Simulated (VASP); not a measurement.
A run of VASP 6.6.1 is set up as follows.

File INCAR:

```
SYSTEM = HfC
PREC = Accurate
ENCUT = 520
EDIFF = 1E-6
ISMEAR = 1
SIGMA = 0.1
LREAL = .FALSE.
LASPH = .TRUE.
NELM = 60
ALGO = Normal
ISIF = 2
LWAVE = .FALSE.
LCHARG = .FALSE.
GGA = B5
ALDAX = 1.0
AGGAX = 1.0
AGGAC = 1.0
ALDAC = 0.0
NBANDS = 22
```

File KPOINTS:

```
Automatic mesh
0
G
  9 9 5
  0 0 0
```

File POSCAR:

```
HfC
1.0
    3.3428660500      0.0000000000      0.0000000000
   -1.6714330300      2.8950069200      0.0000000000
    0.0000000000      0.0000000000      5.2027140000
Hf C
2 2
Direct
    0.6666666667      0.3333333333      0.7500000000
    0.3333333333      0.6666666667      0.2500000000
    0.0000000000      0.0000000000      0.0000000000
    0.0000000000      0.0000000000      0.5000000000
```

Potentials or basis: VASP PAW PBE potentials, release 64 (Hf_pv, C).

Launch:

```console
$ cat potpaw_PBE.64/Hf_pv/POTCAR potpaw_PBE.64/C/POTCAR > POTCAR
$ mpirun -np 1 vasp_std > vasp.out
```

Task: Predict the pressure.

Result: 6.7 GPa.

Task: What does it give for the band gap on the k mesh?

Result: Zero (band 14 reaches 8.01 eV, above the bottom of band 15 at 6.83 eV).

Stress tensor (GPa, compression positive):
```
 4.51  0.00  0.00
 0.00  4.51  0.00
 0.00  0.00 11.10
```

Caveat: the PAW data sets were made with another functional, which shifts forces and pressure a little; spin-orbit coupling is left out, which moves the levels of the heavy elements.
